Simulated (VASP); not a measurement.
# GaN (P6_3mc) in VASP: vibrations by perturbation theory with PBE

Aim: the vibrations by perturbation theory of GaN with PBE.

All numbers are computed with VASP 6.6.1; they aren't measurements. Logs are shortened: lines on timing, memory, paths and dates and some standing lists are left out, and cuts for length are marked.

## Step 1: The cell of the first run

The structure is hexagonal, space group P6_3mc (No. 186). The conventional cell has a = 3.218 Å, b = 3.218 Å, c = 5.243 Å, α = 90.00°, β = 90.00°, γ = 120.00°. Ga (site symmetry 3m) has 4 N at 1.97 to 1.98 Å within 2.6 Å. Within 2.6 Å of N (site symmetry 3m) lie 4 Ga at 1.97 to 1.98 Å.

## Step 2: Vibrations by perturbation theory, PBE

Input file INCAR:

```
SYSTEM = GaN
PREC = Accurate ; ENCUT = 520
EDIFF = 1E-8 ; ISMEAR = 0
SIGMA = 0.01 ; LREAL = .FALSE.
LASPH = .TRUE. ; NELM = 100
ALGO = Normal ; ISIF = 2
LWAVE = .FALSE. ; LCHARG = .FALSE.
GGA = PE ; IBRION = 8
NSW = 1 ; LEPSILON = .TRUE.
```

Input file KPOINTS:

```
Automatic mesh
0
G
  6 6 4
  0 0 0
```

Input file POSCAR:

```
GaN
1.0
    3.2183571346      0.0000000000      0.0000000000
   -1.6091785673      2.7871790370      0.0000000000
    0.0000000000      0.0000000000      5.2431089459
Ga N
2 2
Direct
    0.6666666667      0.3333333333      0.4991348446
    0.3333333333      0.6666666667      0.9991348446
    0.6666666667      0.3333333333      0.8758651554
    0.3333333333      0.6666666667      0.3758651554
```

Potentials or basis: VASP PAW PBE potentials, release 64 (Ga_d, N).

On the command line:

```
$ cat potpaw_PBE.64/Ga_d/POTCAR potpaw_PBE.64/N/POTCAR > POTCAR
$ mpirun -np 1 vasp_std > vasp.out
```

OUTCAR:

```text
SYSTEM = GaN
   PREC = Accurate
   ENCUT = 520
   EDIFF = 1E-8
   ISMEAR = 0
   LREAL = .FALSE.
   LASPH = .TRUE.
   NELM = 100
   ISIF = 2
   GGA = PE
   IBRION = 8
   NSW = 1
   LEPSILON = .TRUE.

 ion  position               nearest neighbor table
   1  0.667  0.333  0.499-   4 1.97   4 1.97   4 1.97   3 1.98
   2  0.333  0.667  0.999-   3 1.97   3 1.97   3 1.97   4 1.98
   3  0.667  0.333  0.876-   2 1.97   2 1.97   2 1.97   1 1.98
   4  0.333  0.667  0.376-   1 1.97   1 1.97   1 1.97   2 1.98

  LATTYP: Found a hexagonal cell.
 ALAT       =     3.2183571346
 C/A-ratio  =     1.6291258946

  Lattice vectors:

 A1 = (   3.2183571346,   0.0000000000,   0.0000000000)
 A2 = (  -1.6091785673,   2.7871790370,   0.0000000000)
 A3 = (   0.0000000000,   0.0000000000,   5.2431089459)

Analysis of symmetry for initial positions (statically):
=====================================================================
 Subroutine PRICEL returns:
 Original cell was already a primitive cell.

 Routine SETGRP: Setting up the symmetry group for a
 hexagonal supercell.

 Subroutine GETGRP returns: Found 12 space group operations
 (whereof  6 operations were pure point group operations)
 out of a pool of 24 trial point group operations.

The static configuration has the point symmetry C_3v.
 The point group associated with its full space group is C_6v.

Analysis of symmetry for dynamics (positions and initial velocities):
=====================================================================
 Subroutine PRICEL returns:
 Original cell was already a primitive cell.

 Routine SETGRP: Setting up the symmetry group for a
 hexagonal supercell.

 Subroutine GETGRP returns: Found 12 space group operations
 (whereof  6 operations were pure point group operations)
 out of a pool of 24 trial point group operations.

The dynamic configuration has the point symmetry C_3v.
 The point group associated with its full space group is C_6v.

 Subroutine INISYM returns: Found 12 space group operations
 (whereof  6 operations are pure point group operations),
 and found     1 'primitive' translations

----------------------------------------------------------------------------------------

                                     Primitive cell

  volume of cell :      47.0314

  direct lattice vectors                    reciprocal lattice vectors
     3.218357135  0.000000000  0.000000000     0.310717536  0.179392853  0.000000000
    -1.609178567  2.787179037  0.000000000     0.000000000  0.358785707  0.000000000
     0.000000000  0.000000000  5.243108946     0.000000000  0.000000000  0.190726535

  length of vectors
     3.218357135  3.218357135  5.243108946     0.358785707  0.358785707  0.190726535

  position of ions in fractional coordinates (direct lattice)
     0.666666667  0.333333333  0.499134845
     0.333333333  0.666666667  0.999134845
     0.666666667  0.333333333  0.875865155
     0.333333333  0.666666667  0.375865155

  ion indices of the primitive-cell ions
   primitive index   ion index
                 1           1
[... 710 lines left out ...]
     0.51482  0.00000 -0.00000
     0.00000  0.51482  0.00000
    -0.00000  0.00000 -1.04584

[... ionic steps 4 to 9 ...]

--------------------------------------- Ionic step       10  -------------------------------------------

------------------------ aborting loop because EDIFF is reached ----------------------------------------

[... ionic steps 11 to 11 ...]

--------------------------------------- Ionic step       12  -------------------------------------------

 Free energy of the ion-electron system (eV)
  ---------------------------------------------------
  ---------------------------------------------------
  free energy    TOTEN  =        -0.24750669 eV

  energy without entropy =       -0.24750669

------------------------ aborting loop because EDIFF is reached ----------------------------------------

 INTERNAL STRAIN TENSOR  FOR ION    3  DIRECTION 3   (eV/Angst):
 -----------------------------------------------------------------------------
     4.44253  0.00000  0.00000
     0.00000  4.44253 -0.00000
     0.00000  0.00000 -8.36167

 MACROSCOPIC STATIC DIELECTRIC TENSOR (including local field effects in DFT)
 ------------------------------------------------------
           6.566379    -0.000000    -0.000000
           0.000000     6.566379     0.000000
           0.000000     0.000000     6.567911
 ------------------------------------------------------

 PIEZOELECTRIC TENSOR (including local field effects)  for field in x, y, z        (e  Angst)
          XX          YY          ZZ          XY          YZ          ZX
  --------------------------------------------------------------------------------
  x    -0.00000     0.00000     0.00000     0.00000     0.00000     1.66116
  y     0.00000     0.00000    -0.00000     0.00000     1.66116     0.00000
  z     1.51125     1.51125    -3.07003     0.00000     0.00000     0.00000

 PIEZOELECTRIC TENSOR (including local field effects)  for field in x, y, z        (C/m^2)
          XX          YY          ZZ          XY          YZ          ZX
  --------------------------------------------------------------------------------
  x    -0.00000     0.00000     0.00000     0.00000     0.00000     0.56589
  y     0.00000     0.00000    -0.00000     0.00000     0.56589     0.00000
  z     0.51482     0.51482    -1.04584     0.00000     0.00000     0.00000

 BORN EFFECTIVE CHARGES (including local field effects) (in |e|, cummulative output)
 ---------------------------------------------------------------------------------
 ion    1
    1     2.66093     0.00000     0.00000
    2     0.00000     2.66093    -0.00000
    3     0.00000     0.00000     2.78381
 ion    2
    1     2.66093     0.00000     0.00000
    2     0.00000     2.66093     0.00000
    3     0.00000     0.00000     2.78381
 ion    3
    1    -2.66093     0.00000     0.00000
    2     0.00000    -2.66093     0.00000
    3     0.00000     0.00000    -2.78381
 ion    4
    1    -2.66093     0.00000     0.00000
    2     0.00000    -2.66093    -0.00000
    3     0.00000     0.00000    -2.78381

 INTERNAL STRAIN TENSOR FOR ION    4 for displacements in x,y,z  (eV/Angst):
          X           Y           Z          XY          YZ          ZX
  --------------------------------------------------------------------------------
  x     0.00000     0.00000     0.00000    -8.19815     0.00000     4.36400
  y    -8.19815     8.19815     0.00000     0.00000     4.76112     0.00000
  z     4.44253     4.44253    -8.36167     0.00000    -0.00000     0.00000

 SECOND DERIVATIVES (NOT SYMMETRIZED)
 ------------------------------------
               1X          1Y          1Z          2X          2Y          2Z          3X          3Y          3Z          4X          4Y          4Z
  1X   -11.932145    0.000000   -0.000000    0.331026   -0.000000    0.000000    1.036753    0.000000    0.000000   10.564366    0.000000    0.000000
  1Y     0.000000  -11.932145    0.000000   -0.000000    0.331026    0.000000    0.000000    1.036753    0.000000   -0.000000   10.564366    0.000000
  1Z    -0.000000    0.000000  -18.513427    0.000000   -0.000000    7.912178    0.000000    0.000000    6.033565    0.000000   -0.000000    4.567683
  2X     0.331026   -0.000000   -0.000000  -11.932145    0.000000   -0.000000   10.564366    0.000000    0.000000    1.036753    0.000000    0.000000
  2Y    -0.000000    0.331026    0.000000   -0.000000  -11.932145   -0.000000    0.000000   10.564366   -0.000000    0.000000    1.036753   -0.000000
  2Z     0.000000    0.000000    7.912178    0.000000    0.000000  -18.513427    0.000000    0.000000    4.567683    0.000000   -0.000000    6.033565
  3X     1.073445    0.000000   -0.000000   10.594635   -0.000000    0.000000  -12.273324   -0.000000    0.000000    0.605244    0.000000   -0.000000
  3Y     0.000000    1.073445    0.000000    0.000000   10.594635    0.000000   -0.000000  -12.273324    0.000000    0.000000    0.605244    0.000000
  3Z    -0.000000    0.000000    6.013507    0.000000    0.000000    4.613021    0.000000    0.000000  -16.342901    0.000000    0.000000    5.716373
  4X    10.594635    0.000000    0.000000    1.073445   -0.000000    0.000000    0.605244   -0.000000    0.000000  -12.273324   -0.000000    0.000000
  4Y     0.000000   10.594635    0.000000    0.000000    1.073445    0.000000    0.000000    0.605244    0.000000    0.000000  -12.273324    0.000000
  4Z     0.000000   -0.000000    4.613021    0.000000    0.000000    6.013507   -0.000000    0.000000    5.716373    0.000000    0.000000  -16.342901

 Eigenvectors and eigenvalues of the dynamical matrix
 ----------------------------------------------------

   1 f  =   19.633995 THz   123.364030 2PiTHz  654.919582 cm-1    81.199643 meV
             X         Y         Z           dx          dy          dz
      1.609179  0.929060  2.617018     0.000000   -0.000000    0.027048
     -0.000000  1.858119  5.238573     0.000000   -0.000000   -0.027048
      1.609179  0.929060  4.592256     0.000000   -0.000000   -0.706589
     -0.000000  1.858119  1.970702    -0.000000    0.000000    0.706589
[... 71 lines left out ...]
  12 f/i=    0.016754 THz     0.105270 2PiTHz    0.558861 cm-1     0.069290 meV
             X         Y         Z           dx          dy          dz
      1.609179  0.929060  2.617018     0.041311   -0.644266   -0.000000
     -0.000000  1.858119  5.238573     0.041311   -0.644266   -0.000000
      1.609179  0.929060  4.592256     0.018459   -0.287878   -0.000000
     -0.000000  1.858119  1.970702     0.018459   -0.287878   -0.000000

--------------------------------------------------------------------------------------------------------

 MACROSCOPIC STATIC DIELECTRIC TENSOR IONIC CONTRIBUTION
 ------------------------------------------------------
           4.682963    -0.000000    -0.000000
          -0.000000     4.682963     0.000000
          -0.000000     0.000000     5.618400
 ------------------------------------------------------

 ELASTIC MODULI CONTR FROM IONIC RELAXATION (kBar)
 Direction    XX          YY          ZZ          XY          YZ          ZX
 --------------------------------------------------------------------------------
 XX        -482.9686    230.5933    238.2528      0.0000      0.0000     -0.0000
 YY         230.5933   -482.9686    238.2528     -0.0000     -0.0000      0.0000
 ZZ         238.2528    238.2528   -449.8411      0.0000      0.0000     -0.0000
 XY           0.0000     -0.0000      0.0000   -356.7810      0.0000      0.0000
 YZ           0.0000     -0.0000      0.0000      0.0000   -110.7862      0.0000
 ZX          -0.0000      0.0000     -0.0000      0.0000      0.0000   -116.9307
 --------------------------------------------------------------------------------

 PIEZOELECTRIC TENSOR IONIC CONTR  for field in x, y, z        (C/m^2)
          XX          YY          ZZ          XY          YZ          ZX
  --------------------------------------------------------------------------------
  x    -0.00000     0.00000    -0.00000     0.00000     0.00000    -0.69630
  y     0.00000     0.00000     0.00000     0.00000    -0.67776     0.00000
  z    -0.79230    -0.79230     1.49592    -0.00000    -0.00000     0.00000
```

Run time: 21 min. Hardware: 1 thread of Intel Xeon 8259CL, shared host; peak memory 0.34 GiB.

Results:

```yaml
Electronic_dielectric_tensor_diagonal: 6.57
Born_charges_mean_of_the_diagonal: Ga +2.70; N -2.70 e
Highest_phonon_frequency_at_Γ_LO-TO_splitting_left_out: 655 cm⁻¹
```

Phonon frequencies in cm⁻¹ (negative: imaginary):
```
              q point                                  frequencies
(0.000, 0.000, 0.000)  -1 -1 0 135 135 320 498 521 521 529 529 655
```

Electronic dielectric tensor:
```
6.57 0.00 0.00
0.00 6.57 0.00
0.00 0.00 6.57
```

Born effective charge tensors (e):
atom 1, Ga
```
2.66 0.00 0.00
0.00 2.66 0.00
0.00 0.00 2.78
```
atom 2, Ga
```
2.66 0.00 0.00
0.00 2.66 0.00
0.00 0.00 2.78
```
atom 3, N
```
-2.66  0.00  0.00
 0.00 -2.66  0.00
 0.00  0.00 -2.78
```
atom 4, N
```
-2.66  0.00  0.00
 0.00 -2.66  0.00
 0.00  0.00 -2.78
```

Caveat: the k points lie up to 0.38 Å⁻¹ apart.
